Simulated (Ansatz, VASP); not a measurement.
## Two plane-wave programs on NaCl

INCAR

```
SYSTEM = NaCl
ALGO = Normal
EDIFF = 1E-6
ENCUT = 520
GGA = PE
ISIF = 2
ISMEAR = 0
LASPH = .True.
LCHARG = .False.
LREAL = .False.
LWAVE = .False.
NBANDS = 22
NELM = 80
PREC = Accurate
SIGMA = 0.01
```

KPOINTS

```
k-points
0
Gamma
  6 6 4
  0 0 0
```

Contents of POSCAR:

```
NaCl
1.0
    4.8272729991      0.0000000000      0.0000000000
   -2.4136364995      4.1805410482      0.0000000000
    0.0000000000      0.0000000000      5.7140869315
Na Cl
2 2
Direct
    0.3333333333      0.6666666667     -0.0625106965
    0.6666666667      0.3333333333      0.4374893035
    0.3333333333      0.6666666667      0.4375106965
    0.6666666667      0.3333333333      0.9375106965
```

Input for Ansatz:

```yaml
crystal:
  lattice:
    - [4.8272729991, 0.0, 0.0]
    - [-2.4136364995, 4.1805410482, 0.0]
    - [0.0, 0.0, 5.7140869315]
  atoms:
    - { symbol: Na, position: [0.3333333333, 0.6666666667, -0.0625106965] }
    - { symbol: Na, position: [0.6666666667, 0.3333333333, 0.4374893035] }
    - { symbol: Cl, position: [0.3333333333, 0.6666666667, 0.4375106965] }
    - { symbol: Cl, position: [0.6666666667, 0.3333333333, 0.9375106965] }
kpoints:
  mp_grid: { grid: [6, 6, 4] }
hamiltonian:
  xc: pbe
scf:
  occupations: { method: fixed }
  n_extra_bands: 5
output:
  forces: true
  stress: true
  eigenvalues: true
```

Alike in both runs: task single point; functional PBE; k mesh 6 × 6 × 4; no spin polarisation.

```csv
,VASP,Ansatz
version,VASP 6.6.1,Ansatz 0.2.0
potentials or method,"VASP PAW PBE potentials, release 64 (Na_pv, Cl)","plane waves, PAW"
plane-wave cutoff (eV),520,420
occupations,"gaussian, width 0.01 eV",fixed
valence electrons in the cell,28,32
```

|  | VASP | Ansatz | Ansatz less VASP |
| --- | --- | --- | --- |
| gap on the k mesh at the Fermi level (eV) | 4.68 | 4.68 | 0.000 |
| pressure (GPa) | -0.5 | -0.5 | +0.03 |
| traceless stress, the component that is largest in VASP (GPa) | -0.06 | -0.06 | 0.000 |

VASP's potentials hold 28 valence electrons a cell and Ansatz's 32, so a difference there can come from the potentials and not from the codes.
